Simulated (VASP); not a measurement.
**BP (m.bgw): single point with PBE**

The system is BP (m.bgw).

```
B P
1.0
     0.00000    2.27408    2.27408
     2.27408    0.00000    2.27408
     2.27408    2.27408    0.00000
B P
1 1
Direct
  0.00000 0.00000 0.00000
  0.25000 0.25000 0.25000
```

```yaml
Program: VASP 6.6.1
Task: single point
Functional: PBE
Potentials_or_basis: VASP PAW PBE potentials, release 64 (B, P)
Cutoff: 500 eV
k_mesh: 6 × 6 × 6
Occupations: gaussian, width 0.01 eV
Spin: no spin polarisation
```

| Quantity | Value |
| --- | --- |
| Pressure | -0.1 GPa |
| Band gap on the k mesh | 1.34 eV, indirect (least direct gap 3.39 eV) |

Levels at points of the mesh, in eV from the valence-band top:
```
           k point  band 1  band 2  band 3  band 4  band 5  band 6  band 7  band 8  band 9
(0.00, 0.00, 0.00)  -15.40    0.00    0.00    0.00    3.39    3.39    3.39    7.27   11.47
(0.50, 0.00, 0.00)  -12.10   -8.99   -1.75   -1.75    3.74    4.71    4.71   10.10   14.58
(0.50, 0.50, 0.00)  -10.58   -8.55   -4.09   -4.09    1.34    1.66   12.06   12.06   15.15
```

It took 5.7 s on 1 thread of AMD EPYC 7R13 Processor (Zen 3) (shared host), peak memory 0.1 GiB.

A k mesh can miss the band edges.
